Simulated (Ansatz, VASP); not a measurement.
## WC in VASP and in Ansatz

```
W C
1.0
     2.90650    0.00000    0.00000
    -1.45325    2.51710    0.00000
     0.00000    0.00000    2.83660
W C
1 1
Direct
  0.00000 0.00000 0.00000
  0.66667 0.33333 0.50000
```

Alike in both runs: task single point; functional PBEsol; k mesh 10 × 10 × 10; occupations fermi-dirac, width 0.0272 eV; no spin polarisation.

|  | VASP | Ansatz |
| --- | --- | --- |
| version | VASP 6.6.1 | Ansatz 0.2.0 |
| potentials or method | VASP PAW PBE potentials, release 64 (W_sv, C), cutoff 600 eV | all-electron LAPW, scalar-relativistic |

```tsv
	VASP	Ansatz	Ansatz less VASP
pressure (GPa)	-2.4	-3.5	-1.08
traceless stress, the component that is largest in VASP (GPa)	-0.65	-0.86	-0.211
```

VASP's potentials were made for PBE, not for PBEsol. Ansatz ran all-electron here, and VASP with PAW potentials. Ansatz's warnings: optics on partly filled bands.

Neither program's run includes spin-orbit coupling.
